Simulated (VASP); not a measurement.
Here is a VASP 6.6.1 calculation.

Contents of INCAR:

```
SYSTEM = BeS5
  PREC = Accurate
  ENCUT = 520
  EDIFF = 1E-7
  ISMEAR = 0
  SIGMA = 0.1
  LREAL = .FALSE.
  LASPH = .TRUE.
  NELM = 100
  ALGO = Normal
  ISIF = 2
  LWAVE = .FALSE.
  LCHARG = .TRUE.
  GGA = PE
  LELF = .TRUE.
  LVHAR = .TRUE.
  NBANDS = 25
```

Contents of KPOINTS:

```
Automatic mesh
0
G
  4 4 4
  0 0 0
```

File POSCAR:

```
BeS5
1.0
    0.0000000000      3.6926513475      3.6926513475
    3.6926513475      0.0000000000      3.6926513475
    3.6926513475      3.6926513475      0.0000000000
Be S
1 5
Direct
    0.0000000000      0.0000000000      0.0000000000
    0.2500000000      0.2500000000      0.2500000000
    0.1354385058      0.6215204981      0.6215204981
    0.6215204981      0.6215204981      0.6215204981
    0.6215204981      0.6215204981      0.1354385058
    0.6215204981      0.1354385058      0.6215204981
```

Potentials or basis: VASP PAW PBE potentials, release 64 (Be, S).

Command:

```console
$ cat potpaw_PBE.64/Be/POTCAR potpaw_PBE.64/S/POTCAR > POTCAR
$ mpirun -np 1 vasp_std > vasp.out
```

(1) What does it give for the largest force?

(2) Estimate the pressure.

(3) Estimate the band gap on the k mesh.

Results:

(1) 0.073 eV/Å.

(2) 0.0 GPa.

(3) zero (bands 16 and 17 overlap by 1.45 eV).

Caveat: the k points lie up to 0.37 Å⁻¹ apart, too coarse for converged energies and pressures of a metal.
